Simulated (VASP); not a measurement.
## Ca: relaxation of cell and atoms with PBEsol

Ca:

```
Ca
1.0
     6.88540    0.00000    0.00000
     0.00000    6.88540    0.00000
     0.00000    0.00000    6.88540
Ca
8
Direct
  0.50000 0.50000 0.50000
  0.00000 0.00000 0.00000
  0.25000 0.00000 0.50000
  0.50000 0.25000 0.00000
  0.50000 0.75000 0.00000
  0.75000 0.00000 0.50000
  0.00000 0.50000 0.75000
  0.00000 0.50000 0.25000
```

- Program: VASP 6.6.1
- Task: relaxation of cell and atoms
- Functional: PBEsol
- Potentials or basis: VASP PAW PBE potentials, release 64 (Ca_sv)
- Cutoff: 600 eV
- k mesh: 6 × 6 × 6
- Occupations: gaussian, width 0.1 eV
- Spin: no spin polarisation
- Dipole correction: no
- Further INCAR settings: ALGO = Normal; EDIFF = 1e-06; IBRION = 2; EDIFFG = -0.01; NSW = 100; ISIF = 3

| Property | Result |
| --- | --- |
| Pressure after relaxing | 0.0 GPa |
| Band gap on the k mesh | zero (band 40 reaches 2.45 eV, above the bottom of band 41 at 1.80 eV) |

Final structure:
```cif
data_structure
_symmetry_space_group_name_H-M 'P 1'
_symmetry_Int_Tables_number 1
_cell_length_a 6.8854
_cell_length_b 6.8854
_cell_length_c 6.8854
_cell_angle_alpha 90.000
_cell_angle_beta 90.000
_cell_angle_gamma 90.000
_cell_volume 326.43
loop_
_atom_site_label
_atom_site_type_symbol
_atom_site_fract_x
_atom_site_fract_y
_atom_site_fract_z
_atom_site_occupancy
Ca1 Ca 0.50000 0.50000 0.50000 1
Ca2 Ca 0.00000 0.00000 0.00000 1
Ca3 Ca 0.25000 0.00000 0.50000 1
Ca4 Ca 0.50000 0.25000 0.00000 1
Ca5 Ca 0.50000 0.75000 0.00000 1
Ca6 Ca 0.75000 0.00000 0.50000 1
Ca7 Ca 0.00000 0.50000 0.75000 1
Ca8 Ca 0.00000 0.50000 0.25000 1
```

Levels at points of the mesh, in eV from the Fermi level:
```tsv
k point	band 38	band 39	band 40	band 41	band 42	band 43
(0.00, 0.00, 0.00)	-0.75	-0.75	0.44	0.44	0.44	0.47
(0.50, 0.00, 0.00)	-0.57	-0.23	-0.23	-0.21	-0.21	0.63
(0.50, 0.50, 0.00)	-0.31	-0.31	-0.23	0.23	0.23	0.34
(0.50, 0.50, 0.50)	-1.63	-1.63	-1.63	0.99	0.99	0.99
```

Wall time 3.2 min on 1 thread of Intel(R) Xeon(R) 6975P-C (Granite Rapids) (shared host), peak memory 0.58 GiB.

Caveat: the relaxation stopped at its first step, so nothing moved; the PAW data sets were made with another functional, which shifts forces and pressure a little.
